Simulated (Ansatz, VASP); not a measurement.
## BiAs in VASP and in Ansatz

Contents of INCAR:

```
PREC = Accurate
ENCUT = 520
EDIFF = 1E-8
ISMEAR = -1
SIGMA = 0.05
LREAL = F
LASPH = T
NELM = 60
ALGO = Normal
ISIF = 2
LWAVE = F
LCHARG = F
GGA = PE
LEFG = T
NBANDS = 17
```

Contents of KPOINTS:

```
Automatic mesh
0
Gamma
  14 14 14
```

Contents of POSCAR:

```
BiAs
1.0
    0.0000000000      3.3531471192      3.3531471192
    3.3531471192      0.0000000000      3.3531471192
    3.3531471192      3.3531471192      0.0000000000
As Bi
1 1
Direct
    0.0000000000      0.0000000000      0.0000000000
    0.2500000000      0.2500000000      0.2500000000
```

Input for Ansatz:

```yaml
crystal:
  lattice:
    - [0.0, 3.3531471192, 3.3531471192]
    - [3.3531471192, 0.0, 3.3531471192]
    - [3.3531471192, 3.3531471192, 0.0]
  atoms:
    - { symbol: As, position: [0.0, 0.0, 0.0] }
    - { symbol: Bi, position: [0.25, 0.25, 0.25] }
kpoints:
  mp_grid: { grid: [14, 14, 14] }
scf:
  occupations: { method: fermi_dirac, width: 0.05 }
hamiltonian:
  xc: pbe
  pseudopotentials: { kind: paw }
output:
  forces: true
  stress: true
  eigenvalues: true
  efg: { contact_densities: true }
  write_density: true
  write_potential: true
  elf: true
  volumetric_format: npy
```

Alike in both runs: task electric field gradients; functional PBE; k mesh 14 × 14 × 14; occupations fermi-dirac, width 0.05 eV; no spin polarisation.

|  | VASP | Ansatz |
| --- | --- | --- |
| version | VASP 6.6.1 | Ansatz 0.2.0 |
| potentials or method | VASP PAW PBE potentials, release 64 (As, Bi_d) | PAW with Ansatz's default frozen-core files, scalar-relativistic |
| plane-wave cutoff (eV) | 520 | 420 |
| valence electrons in the cell | 20 | 30 |

|  | VASP | Ansatz | Ansatz less VASP |
| --- | --- | --- | --- |
| pressure (GPa) | 0.0 | 0.0 | 0.00 |

VASP's potentials hold 20 valence electrons a cell and Ansatz's 30, so a difference there can come from the potentials and not from the codes.

Neither program's run includes spin-orbit coupling.
